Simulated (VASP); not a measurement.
Here is a VASP 6.6.1 calculation.

The input INCAR:

```
PREC     = Accurate       # precision mode
ENCUT    = 520            # plane-wave cutoff, eV
EDIFF    = 1E-6           # SCF threshold, eV
ISMEAR   = 0              # smearing method
SIGMA    = 0.1            # smearing width, eV
LREAL    = F              # projectors in reciprocal space
LASPH    = T              # aspherical terms in the spheres
NELM     = 100            # most SCF steps
ALGO     = Normal         # electronic algorithm
ISIF     = 2              # what is computed and relaxed
LWAVE    = F              # write WAVECAR
LCHARG   = F              # write CHGCAR
GGA      = PE             # functional
NBANDS   = 21             # bands
```

Contents of KPOINTS:

```
Automatic mesh
0
Gamma
  6 6 2
```

File POSCAR:

```
BAs
1.0
    3.2351661203      0.0000000000      0.0000000000
    0.0000000000      3.2759485489      0.0000000000
    0.0000000000      0.0000000000      8.2451996624
B As
3 3
Direct
    0.5000000000      0.5000000000      0.1752739000
    0.5000000000      0.5000000000      0.8247261000
    0.0000000000      0.0000000000      0.5000000000
    0.5000000000      0.0000000000      0.3244666788
    0.0000000000      0.5000000000      0.0000000000
    0.5000000000      0.0000000000      0.6755333212
```

Potentials or basis: VASP PAW PBE potentials, release 64 (B, As).

Run with:

```sh
$ cat potpaw_PBE.64/B/POTCAR potpaw_PBE.64/As/POTCAR > POTCAR
$ mpirun -np 1 vasp_std > vasp.out
```

Task: What does it give for the band gap on the k mesh?

Result: Zero (bands 12 and 13 overlap by 2.96 eV).

Task: What does it give for the largest force?

Result: 0.026 eV/Å.

Stress tensor (GPa, compression positive):
```
0.41 0.00 0.00
0.00 0.43 0.00
0.00 0.00 0.79
```

Caveat: the k points lie up to 0.38 Å⁻¹ apart, too coarse for converged energies and pressures of a metal.
